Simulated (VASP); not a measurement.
Wanted: the native input for a VASP 6.6.1 run.

```yaml
Task: relaxation of cell and atoms
Functional: PBEsol
Potentials_or_basis: VASP PAW PBE potentials, release 64 (Nb_sv, Sc_sv)
Cutoff: 600 eV
k_mesh: 10 × 10 × 5
Occupations: fermi-dirac, width 0.05 eV
Spin: no spin polarisation
Target_pressure: 20 GPa
Dipole_correction: no
Further_INCAR_settings: ALGO = Fast; EDIFF = 1e-07; IBRION = 2; EDIFFG = -0.01; NSW = 60; ISIF = 3
```

The structure of ScNb lies in POSCAR:

```
ScNb
1.0
    3.0656443612      0.0000000000      0.0000000000
   -1.5328221806      2.6549258957      0.0000000000
    0.0000000000      0.0000000000      5.0721940000
Nb Sc
1 1
Direct
    0.3333333333      0.6666666667      0.5000000000
    0.0000000000      0.0000000000      0.0000000000
```

These files were run (other wordings do the same):

INCAR

```
SYSTEM = ScNb
PREC = Accurate
ENCUT = 600
EDIFF = 1E-7
ISMEAR = -1
SIGMA = 0.05
LREAL = .FALSE.
LASPH = .TRUE.
NELM = 100
ALGO = Fast
ISIF = 3
LWAVE = .FALSE.
LCHARG = .FALSE.
GGA = PS
IBRION = 2
NSW = 60
EDIFFG = -0.01
PSTRESS = 200.0
```

KPOINTS

```
regular mesh
0
G
  10 10 5
  0 0 0
```

Potentials or basis: VASP PAW PBE potentials, release 64 (Nb_sv, Sc_sv).

Command:

```sh
$ cat potpaw_PBE.64/Nb_sv/POTCAR potpaw_PBE.64/Sc_sv/POTCAR > POTCAR
$ mpirun -np 1 vasp_std > vasp.out
```

It gave:

```json
{
  "Relaxed volume": "17.07 Å³/atom",
  "Relaxed cell": "a = 2.867 Å, b = 2.867 Å, c = 4.797 Å, α = 90.00°, β = 90.00°, γ = 120.00°",
  "Space group after relaxing (to 0.1 Å)": "P-6m2 (No. 187)",
  "Energy change on relaxing (the run minimises the enthalpy)": "+145.8 meV/atom",
  "Ionic steps": "12",
  "Pressure after relaxing": "20.0 GPa",
  "Band gap on the k mesh": "zero (bands 12 and 13 overlap by 1.10 eV)"
}
```

Caveat: the cell is relaxed towards a set pressure, so the run minimises the enthalpy, not the energy; the volume moved by over 15 % at a fixed basis, so the end points are rough; the PAW data sets were made with another functional, which shifts forces and pressure a little.

Run time: 16 min on 1 thread of Intel Xeon 8259CL, on a shared host, peak memory 0.21 GiB.
